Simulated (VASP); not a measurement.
Input of a VASP 6.6.1 run:

File INCAR:

```
SYSTEM = Li4Nb4O11
PREC = Accurate
ENCUT = 520
EDIFF = 1E-6
ISMEAR = 0
SIGMA = 0.05
LREAL = Auto
LASPH = .True.
NELM = 80
ALGO = Normal
ISIF = 2
LWAVE = .False.
LCHARG = .False.
GGA = PE
NBANDS = 80
NELECT = 128.0
```

KPOINTS

```
Automatic mesh
0
Gamma
  4 4 4
  0 0 0
```

The input POSCAR:

```
Li4Nb4O11
1.0
    5.2231019317      0.0000000000      0.0000000000
    0.0000000000      3.0155593063     -4.5984613597
    0.0000000000      6.0311186126      4.5984613597
Li Nb O
4 4 11
Direct
    0.0000000000      0.5000000000      0.2500000000
    0.5000000000      0.0000000000      0.7500000000
    0.0000000000      0.5000000000      0.7500000000
    0.5000000000      0.0000000000      0.2500000000
    0.5000000000      0.5000000000      0.5000000000
    0.0000000000      0.0000000000      0.0000000000
    0.0000000000      0.0000000000      0.5000000000
    0.5000000000      0.5000000000      0.0000000000
    0.8803293659      0.0000000000      0.2500000000
    0.3803293659      0.5000000000      0.7500000000
    0.8098353170      0.6901646830      0.9401646830
    0.8098353170      0.3098353170      0.5598353170
    0.3098353170      0.8098353170      0.0598353170
    0.1196706341      0.0000000000      0.7500000000
    0.6196706341      0.5000000000      0.2500000000
    0.6901646830      0.8098353170      0.5598353170
    0.1901646830      0.3098353170      0.0598353170
    0.0771916319      0.6488282990      0.4401646830
    0.6901646830      0.1901646830      0.9401646830
```

Potentials or basis: VASP PAW PBE potentials, release 64 (Li_sv, Nb_sv, O).

The run is started by

```sh
$ cat potpaw_PBE.64/Li_sv/POTCAR potpaw_PBE.64/Nb_sv/POTCAR potpaw_PBE.64/O/POTCAR > POTCAR
$ mpirun -np 1 vasp_std > vasp.out
```

Estimate the largest force.

5.063 eV/Å.

Forces in eV/Å, atoms in the order of the input:
```
Li  -0.739 -2.056 -0.730
Li   0.178  0.631  0.572
Li  -0.068  0.398  0.088
Li   0.603 -1.270 -0.419
Nb   2.672  3.139 -2.427
Nb  -0.232 -0.002  0.105
Nb  -2.804 -1.756  3.507
Nb   0.183 -0.214 -0.143
O    0.736  1.764  0.375
O    0.040 -2.382 -1.225
O   -0.183  0.088 -0.061
O   -1.770 -0.746 -0.053
O    0.056  0.156  0.125
O    0.348 -1.811 -1.782
O   -1.299  1.695  1.944
O   -2.370 -0.342  0.258
O    0.207  0.108  0.243
O    4.421  2.452 -0.275
O    0.018  0.149 -0.104
```

Caveat: the cell carries a net charge on a neutralising background, which shifts energy and pressure; the cell differs from its parent crystal (atoms taken out, atom 18 moved -0.125 of the way to it and -0.525 Å across, host rigid).
